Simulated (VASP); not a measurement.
## KNbO3: single point with PBE

The system is KNbO3.

```
K Nb O
1.0
     4.01297    0.00000    0.00000
     0.00000    4.01297    0.00000
     0.00000    0.00000    4.11029
K Nb O
1 1 3
Cartesian
  2.0065 2.0065 2.0550
  0.0000 0.0000 0.0613
  2.0065 0.0000 4.0040
  0.0000 2.0065 4.0040
  0.0000 0.0000 1.9386
```

```yaml
Program: VASP 6.6.1
Task: single point
Functional: PBE
Potentials_or_basis: VASP PAW PBE potentials, release 64 (K_sv, Nb_sv, O)
Cutoff: 600 eV
k_mesh: 3 × 3 × 1, shifted
Occupations: gaussian, width 0.1 eV
Spin: no spin polarisation
Dipole_correction: no
Further_INCAR_settings: ALGO = Normal; EDIFF = 1e-06; NBANDS = 28; ISYM = 0
```

- Pressure: -3.3 GPa
- Largest force: 1.485 eV/Å
- Band gap on the k mesh: 2.67 eV (least direct gap 3.62 eV)

Forces in eV/Å, atoms in the order of the input:
```
K    0.000  0.000  0.023
Nb   0.000  0.000 -1.485
O    0.000  0.000  0.418
O    0.000  0.000  0.418
O    0.000  0.000  0.626
```

Stress tensor (GPa, compression positive):
```
  2.02   0.00   0.00
  0.00   2.02   0.00
  0.00   0.00 -13.90
```

Levels at points of the mesh, in eV from the valence-band top:
```tsv
k point	band 17	band 18	band 19	band 20	band 21	band 22	band 23	band 24
(-0.15, 0.17, -0.31)	-1.92	-1.34	-1.11	-0.94	2.67	3.44	3.49	6.71
```

Wall time 61 s on 1 thread of Intel(R) Xeon(R) Platinum 8259CL CPU @ 2.50GHz (Skylake/Cascade Lake), with other jobs on the host, peak memory 0.23 GiB.

Caveat: the k points lie up to 1.53 Å⁻¹ apart, too coarse for converged energies, forces and pressures; a shifted mesh leaves out Γ, where band edges can lie; forces of over 1 eV/Å act on the atoms, so gaps and moduli don't describe the material at rest. A k mesh can miss the band edges.
